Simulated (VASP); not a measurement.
# LiF in VASP: further runs

LiF is run at these levels: r2SCAN+rVV10; tasks: single point, relaxation of cell and atoms.

Program: VASP 6.6.1. These are calculated values, not measurements. Logs are shortened: lines on timing, memory, paths and dates and some standing lists are left out, and cuts for length are marked.

## (1) The cell of the first run

It takes space group F-43m (No. 216, cubic). The conventional cell has a = 4.274 Å, b = 4.274 Å, c = 4.274 Å, α = 90.00°, β = 90.00°, γ = 90.00°. Li (site symmetry -43m) has 4 F at 1.85 Å within 2.5 Å. F (site symmetry -43m) has 4 Li at 1.85 Å within 2.5 Å.

## (2) Single point, r2SCAN+rVV10

File POSCAR:

```
LiF
1.0
    1.5111509288      0.8724633955      2.4676298465
   -1.5111509288      0.8724633955      2.4676298465
    0.0000000000     -1.7449267911      2.4676298465
Li F
1 1
Direct
    1.0412125151      1.0412125151      1.0412125151
    0.2912204849      0.2912204849      0.2912204849
```

File INCAR.step1:

```
PREC = Accurate
ENCUT = 520
ISMEAR = -1
SIGMA = 0.03
LREAL = False
LASPH = True
NELM = 80
NBANDS = 12
GGA = PE
ALGO = Normal
EDIFF = 1E-4
LWAVE = True
LCHARG = False
```

File INCAR.step2:

```
PREC = Accurate
ENCUT = 520
EDIFF = 1E-6
ISMEAR = -1
SIGMA = 0.03
LREAL = False
LASPH = True
NELM = 80
ALGO = Normal
ISIF = 2
LWAVE = False
LCHARG = False
METAGGA = R2SCAN
LMIXTAU = True
LUSE_VDW = True
IVDW_NL = 2
BPARAM = 11.95
CPARAM = 0.0093
NBANDS = 12
ISTART = 1
```

File KPOINTS:

```
regular mesh
0
Gamma
  10 10 10
```

Potentials or basis: VASP PAW PBE potentials, release 64 (Li_sv, F).

Run with:

```console
cat potpaw_PBE.64/Li_sv/POTCAR potpaw_PBE.64/F/POTCAR > POTCAR
cp INCAR.step1 INCAR
mpirun -np 1 vasp_std > vasp.out
cp INCAR.step2 INCAR
mpirun -np 1 vasp_std > vasp.out
```

OUTCAR:

```text
PREC = Accurate
   ENCUT = 520
   EDIFF = 1E-6
   ISMEAR = -1
   LREAL = False
   LASPH = True
   NELM = 80
   ISIF = 2
   METAGGA = R2SCAN
   IVDW_NL = 2
   BPARAM = 11.95
   ISTART = 1

 ion  position               nearest neighbor table
   1  0.041  0.041  0.041-   2 1.85   2 1.85   2 1.85   2 1.85
   2  0.291  0.291  0.291-   1 1.85   1 1.85   1 1.85   1 1.85

  LATTYP: Found a trigonal (rhomboedric) cell.
 ALAT       =     3.0222452855
 COS(alpha) =     0.4999812812

  Lattice vectors:

 A1 = (   1.5111509288,   0.8724633955,   2.4676298465)
 A2 = (  -1.5111509288,   0.8724633955,   2.4676298465)
 A3 = (   0.0000000000,  -1.7449267911,   2.4676298465)

Analysis of symmetry for initial positions (statically):
=====================================================================
 Subroutine PRICEL returns:
 Original cell was already a primitive cell.

 Routine SETGRP: Setting up the symmetry group for a
 trigonal (rhombohedral) supercell.

 Subroutine GETGRP returns: Found  6 space group operations
 (whereof  6 operations were pure point group operations)
 out of a pool of 12 trial point group operations.

The static configuration has the point symmetry C_3v.

Analysis of symmetry for dynamics (positions and initial velocities):
=====================================================================
 Subroutine PRICEL returns:
 Original cell was already a primitive cell.

 Routine SETGRP: Setting up the symmetry group for a
 trigonal (rhombohedral) supercell.

 Subroutine GETGRP returns: Found  6 space group operations
 (whereof  6 operations were pure point group operations)
 out of a pool of 12 trial point group operations.

The dynamic configuration has the point symmetry C_3v.

 Subroutine INISYM returns: Found  6 space group operations
 (whereof  6 operations are pure point group operations),
 and found     1 'primitive' translations

----------------------------------------------------------------------------------------

                                     Primitive cell

  volume of cell :      19.5203

  direct lattice vectors                    reciprocal lattice vectors
     1.511150929  0.872463395  2.467629846     0.330873634  0.191029982  0.135082388
    -1.511150929  0.872463395  2.467629846    -0.330873634  0.191029982  0.135082388
     0.000000000 -1.744926791  2.467629846     0.000000000 -0.382059964  0.135082388

  length of vectors
     3.022245285  3.022245285  3.022245285     0.405237051  0.405237051  0.405237051

  position of ions in fractional coordinates (direct lattice)
     0.041212515  0.041212515  0.041212515
     0.291220485  0.291220485  0.291220485

  ion indices of the primitive-cell ions
   primitive index   ion index
                 1           1
                 2           2

----------------------------------------------------------------------------------------

 KPOINTS: regular mesh

Automatic generation of k-mesh.
 Grid dimensions read from file:
 generate k-points for:   10   10   10

 Generating k-lattice:

  Cartesian coordinates                     Fractional coordinates (reciprocal lattice)
     0.033087363  0.019102998  0.013508239     0.100000000 -0.000000000  0.000000000
    -0.033087363  0.019102998  0.013508239    -0.000000000  0.100000000  0.000000000
     0.000000000 -0.038205996  0.013508239     0.000000000  0.000000000  0.100000000

  Length of vectors
     0.040523705  0.040523705  0.040523705

  Shift w.r.t. Gamma in fractional coordinates (k-lattice)
     0.000000000  0.000000000  0.000000000

 Subroutine IBZKPT returns following result:
 ===========================================

 Found    116 irreducible k-points:

 Following reciprocal coordinates:
            Coordinates               Weight
  0.000000  0.000000  0.000000      1.000000
  0.100000 -0.000000  0.000000      6.000000
  0.100000  0.100000  0.100000      2.000000
  0.200000 -0.000000  0.000000      6.000000
  0.200000  0.200000  0.200000      2.000000
  0.300000 -0.000000 -0.000000      6.000000
[... 16 lines left out ...]
  0.100000  0.100000 -0.400000      6.000000
  0.500000  0.400000  0.500000      6.000000
 [... further k-points ...]
   k-points           NKPTS =    116   k-points in BZ     NKDIM =    116   number of bands    NBANDS=     12
   number of dos      NEDOS =    301   number of ions     NIONS =      2
   total plane-waves  NPLWV =  13824
   dimension x,y,z NGX =    24 NGY =   24 NGZ =   24
   dimension x,y,z NGXF=    48 NGYF=   48 NGZF=   48
   ions per type =               1   1
   NGX,Y,Z   is equivalent  to a cutoff of  13.20, 13.20, 13.20 a.u.
   NGXF,Y,Z  is equivalent  to a cutoff of  26.40, 26.40, 26.40 a.u.
 SYSTEM =  unknown system
   PREC   = accura    normal or accurate (medium, high low for compatibility)
   ISTART =      1    job   : 0-new  1-cont  2-samecut
   ICHARG =      0    charge: 1-file 2-atom 10-const
   ISPIN  =      1    spin polarized calculation?
   LNONCOLLINEAR =      F non collinear calculations
   LSORBIT =      F    spin-orbit coupling
   LASPH  =      T    aspherical Exc in radial PAW
   ENCUT  =  520.0 eV  38.22 Ry    6.18 a.u.   5.62  5.62  5.62*2*pi/ulx,y,z
   NELM   =     80;   NELMIN=  2; NELMDL=  0     # of ELM steps
   EDIFF  = 0.1E-05   stopping-criterion for ELM
   LREAL  =      F    real-space projection
   EDIFFG = 0.1E-04   stopping-criterion for IOM
   NSW    =      0    number of steps for IOM
   IBRION =     -1    ionic relax: 0-MD 1-quasi-New 2-CG
   NFREE  =      0    steps in history (QN), initial steepest desc. (CG)
   ISIF   =      2    stress and relaxation
   ISYM   =      2    0-nonsym 1-usesym 2-fastsym
   POTIM  = 0.5000    time-step for ionic-motion
   TEBEG  =    0.0;   TEEND  =   0.0 temperature during run
   PSTRESS=    0.0 pullay stress
   NELECT =      10.0000    total number of electrons
   NUPDOWN=      -1.0000    fix difference up-down
   EMIN   =  10.00;   EMAX   =-10.00  energy-range for DOS
   EFERMI =   0.00;   METHOD = LEGACY
   ISMEAR =    -1;   SIGMA  =   0.03  broadening in eV -4-tet -1-fermi 0-gaus
   EFERMI_NEDOS =   21; number of points for ismear=-14 and -15
   IALGO  =     38    algorithm
   IMIX   =      4    mixing-type and parameters
     AMIX     =   0.40;   BMIX     =  1.00
     AMIX_MAG =   1.60;   BMIX_MAG =  1.00
  volume/ion in A,a.u.               =       9.76        65.86
  Fermi-wavevector in a.u.,A,eV,Ry     =   1.309924  2.475397 23.346244  1.715901
  Thomas-Fermi vector in A             =   2.440489
   LORBIT       =      0    0 simple, 1 ext, 2 COOP (PROOUT), +10 PAW based schemes
   METAGGA = R2SCAN    functional components
   LHFCALC =     F    Hartree Fock is set to
   AEXX    =    0.0000 exact exchange contribution
   IVDW_NL    =     2    kernel type
   BPARAM     =11.9500
   IVDW    =     0    specifies the selected vdW correction
   LEPSILON=     F    determine dielectric tensor
   LRPA    =     F    only Hartree local field effects (RPA)
 non-spin polarized calculation
  energy-cutoff  :      520.00
  volume of cell :       19.52
 maximum number of plane-waves:       544
   NGX = 11   NGY = 11   NGZ = 11

 number of electron       9.9999990 magnetization

 Free energy of the ion-electron system (eV)
  ---------------------------------------------------
  ext. energy  EPLUGINS =         0.00000000
  ---------------------------------------------------
  free energy    TOTEN  =       -11.45618738 eV

  energy without entropy =      -11.45618738  energy(sigma->0) =      -11.45618738

 E-fermi :  -2.4709     XC(G=0):  -9.5013

 val. band max:       -3.1139989286   @ k =   0.0000   0.0000   0.0000
 cond. band min:       5.6079855833   @ k =   0.0000   0.0000   0.0000
 fundamental gap:      8.7219845118
 Fermi energy:        -2.4708607129

 k-point     1 :       0.0000    0.0000    0.0000
  band No.  band energies     occupation
      1     -44.4920      2.00000
      2     -23.5860      2.00000
      3      -3.1143      2.00000
      4      -3.1143      2.00000
      5      -3.1140      2.00000
      6       5.6080      0.00000
      7      17.9983      0.00000
      8      17.9983      0.00000
      9      17.9995      0.00000
     10      26.2318      0.00000
     11      26.2318      0.00000
     12      26.2320      0.00000

 k-point     2 :       0.1000   -0.0000    0.0000
  band No.  band energies     occupation
      1     -44.4881      2.00000
      2     -23.5706      2.00000
      3      -3.3348      2.00000
      4      -3.1405      2.00000
      5      -3.1402      2.00000
      6       5.8929      0.00000
      7      17.7158      0.00000
      8      18.0549      0.00000
      9      18.0558      0.00000
     10      24.8496      0.00000
     11      25.0095      0.00000
     12      25.0099      0.00000

 k-point     3 :       0.1000    0.1000    0.1000
  band No.  band energies     occupation
      1     -44.4881      2.00000
      2     -23.5706      2.00000
      3      -3.3345      2.00000
      4      -3.1405      2.00000
      5      -3.1405      2.00000
      6       5.8929      0.00000
      7      17.7167      0.00000
      8      18.0548      0.00000
      9      18.0548      0.00000
     10      24.8495      0.00000
     11      25.0097      0.00000
     12      25.0097      0.00000
[... 286 lines left out ...]
 k-point    23 :       0.1000    0.1000   -0.4000
  band No.  band energies     occupation
      1     -44.4495      2.00000
      2     -23.4107      2.00000
      3      -5.0557      2.00000
      4      -3.4579      2.00000
      5      -3.4327      2.00000
      6       9.7366      0.00000
      7      12.8397      0.00000
      8      17.4669      0.00000
      9      17.5937      0.00000
     10      22.9211      0.00000
     11      25.6842      0.00000
     12      27.1104      0.00000

 k-point    24 :       0.5000    0.4000    0.5000
  band No.  band energies     occupation
      1     -44.4495      2.00000
      2     -23.4106      2.00000
      3      -5.0555      2.00000
      4      -3.4582      2.00000
      5      -3.4328      2.00000
      6       9.7366      0.00000
      7      12.8396      0.00000
      8      17.4661      0.00000
      9      17.5931      0.00000
     10      22.9206      0.00000
     11      25.6850      0.00000
     12      27.1098      0.00000

 [... further k-points ...]
[... 5 lines left out ...]
  --------------------------------------------------------------------------------------
  -------------------------------------------------------------------------------------
  Total       -0.0447138     -0.0447138     -0.0431671      0.0000000      0.0000000      0.0000000
  in kB       -3.6699966     -3.6699966     -3.5430489      0.0000000      0.0000000      0.0000000
  external PRESSURE =      -3.6276807 kB  Pullay stress =       0.0000000 kB

 VOLUME and BASIS-vectors are now :
 -----------------------------------------------------------------------------
  energy-cutoff  :      520.00
  volume of cell :       19.52
      direct lattice vectors                 reciprocal lattice vectors
     1.511150929  0.872463395  2.467629846     0.330873634  0.191029982  0.135082388
    -1.511150929  0.872463395  2.467629846    -0.330873634  0.191029982  0.135082388
     0.000000000 -1.744926791  2.467629846     0.000000000 -0.382059964  0.135082388

 POSITION                                       TOTAL-FORCE (eV/Angst)
 -----------------------------------------------------------------------------------
      0.00000     -0.00000      0.30509         0.000000     -0.000000      0.006067
      0.00000     -0.00000      2.15587         0.000000      0.000000     -0.006067
 -----------------------------------------------------------------------------------
    total drift:                               -0.000000     -0.000000      0.014372

  FREE ENERGIE OF THE ION-ELECTRON SYSTEM (eV)
  ---------------------------------------------------
  free  energy   TOTEN  =       -11.4561873799 eV

  energy  without entropy=      -11.4561873799  energy(sigma->0) =      -11.45618738
```

It took 55 s on 1 thread of Intel Xeon 6975P-C (Granite Rapids), shared host; peak memory 0.22 GiB.

Results:

* Free energy: -11.4562 eV
* Largest force: 0.006 eV/Å
* Band gap on the k mesh: 8.72 eV, direct

Forces on the atoms (eV/Å):
```
Li   0.000  0.000  0.006
F    0.000  0.000 -0.006
```

Caveat: the cutoff is under 1.25 times the usual one of these potentials, so pressure, stress and relaxed cells hold a basis-set (Pulay) error; the PAW data sets were made with another functional, which shifts forces and pressure a little. A k mesh can miss the band edges.

## (3) Relaxation of cell and atoms, r2SCAN+rVV10

This run uses another cell than the first one, of 10.01 Å³/atom, 1.026 times its volume.

File POSCAR:

```
LiF
1.0
    1.5236965469      0.8797066115      2.4900086963
   -1.5236965469      0.8797066115      2.4900086963
    0.0000000000     -1.7594132231      2.4900086963
Li F
1 1
Direct
    1.0412603488      1.0412603488      1.0412603488
    0.2911726512      0.2911726512      0.2911726512
```

File INCAR.step1:

```
  ALGO = Normal
  EDIFF = 1E-4
  ENCUT = 600
  GGA = PE
  ISMEAR = -1
  LASPH = T
  LCHARG = F
  LREAL = F
  LWAVE = T
  NELM = 100
  PREC = Accurate
  SIGMA = 0.03
```

File INCAR.step2:

```
  ALGO = Normal
  BPARAM = 11.95
  CPARAM = 0.0093
  EDIFF = 1E-6
  EDIFFG = -0.01
  ENCUT = 600
  IBRION = 2
  ISIF = 3
  ISMEAR = -1
  ISTART = 1
  IVDW_NL = 2
  LASPH = T
  LCHARG = F
  LMIXTAU = T
  LREAL = F
  LUSE_VDW = T
  LWAVE = F
  METAGGA = R2SCAN
  NELM = 100
  NSW = 100
  PREC = Accurate
  SIGMA = 0.03
```

File KPOINTS:

```
k-points
0
Gamma
  10 10 10
```

Potentials or basis: VASP PAW PBE potentials, release 64 (Li_sv, F).

Run with:

```console
cat potpaw_PBE.64/Li_sv/POTCAR potpaw_PBE.64/F/POTCAR > POTCAR
cp INCAR.step1 INCAR
mpirun -np 1 vasp_std > vasp.out
cp INCAR.step2 INCAR
mpirun -np 1 vasp_std > vasp.out
```

Wall time 5.7 min (1 thread of Oxide Virtual Turin-like, shared host); peak memory 0.2 GiB.

Results (log left out):

```yaml
Free_energy: -11.4632 eV
Relaxed_volume: 9.66 Å³/atom
Relaxed_cell: a = 3.012 Å, b = 3.012 Å, c = 3.012 Å, α = 59.99°, β = 59.99°, γ = 59.99°
Space_group_after_relaxing_to_0.05_Å: F-43m (No. 216)
Energy_gained_by_relaxing: 2.0 meV/atom
Ionic_steps: 5
Pressure_after_relaxing: 0.0 GPa
Largest_force_after_relaxing: 0.003 eV/Å
Band_gap_on_the_k_mesh: 8.78 eV, direct
```

Forces in eV/Å, atoms in the order of the input:
```
Li   0.000  0.000  0.003
F    0.000  0.000 -0.003
```

Stress tensor (GPa, compression positive):
```
-0.01  0.00  0.00
 0.00 -0.01  0.00
 0.00  0.00  0.10
```

The path:
```tsv
step	energy change (eV)	largest force (eV/Å)	pressure (GPa)	volume (Å³)
1	0.0000	0.0014	-1.95	20.03
2	-0.0032	0.0038	-1.00	19.67
3	-0.0040	0.0115	-0.01	19.32
4	-0.0040	0.0123	0.07	19.31
5	-0.0040	0.0031	0.02	19.32
```

Final structure:
```cif
data_structure
_symmetry_space_group_name_H-M 'P 1'
_symmetry_Int_Tables_number 1
_cell_length_a 3.0123
_cell_length_b 3.0123
_cell_length_c 3.0123
_cell_angle_alpha 59.987
_cell_angle_beta 59.987
_cell_angle_gamma 59.987
_cell_volume 19.32
loop_
_atom_site_label
_atom_site_type_symbol
_atom_site_fract_x
_atom_site_fract_y
_atom_site_fract_z
_atom_site_occupancy
Li1 Li 0.04138 0.04138 0.04138 1
F1 F 0.29106 0.29106 0.29106 1
```

Levels at points of the mesh, in eV from the valence-band top:
```csv
k point,band 3,band 4,band 5,band 6,band 7,band 8
"(0.00, 0.00, 0.00)",0.00,0.00,0.00,8.78,21.20,21.20
"(0.50, 0.00, 0.00)",-2.04,-0.27,-0.27,12.92,16.16,20.60
"(0.50, 0.50, 0.00)",-1.42,-0.83,-0.83,11.33,17.08,21.17
"(0.50, 0.50, 0.50)",-2.04,-0.27,-0.27,12.92,16.16,20.62
```

Caveat: the cutoff is under 1.25 times the usual one of these potentials, so pressure, stress and relaxed cells hold a basis-set (Pulay) error; the PAW data sets were made with another functional, which shifts forces and pressure a little.
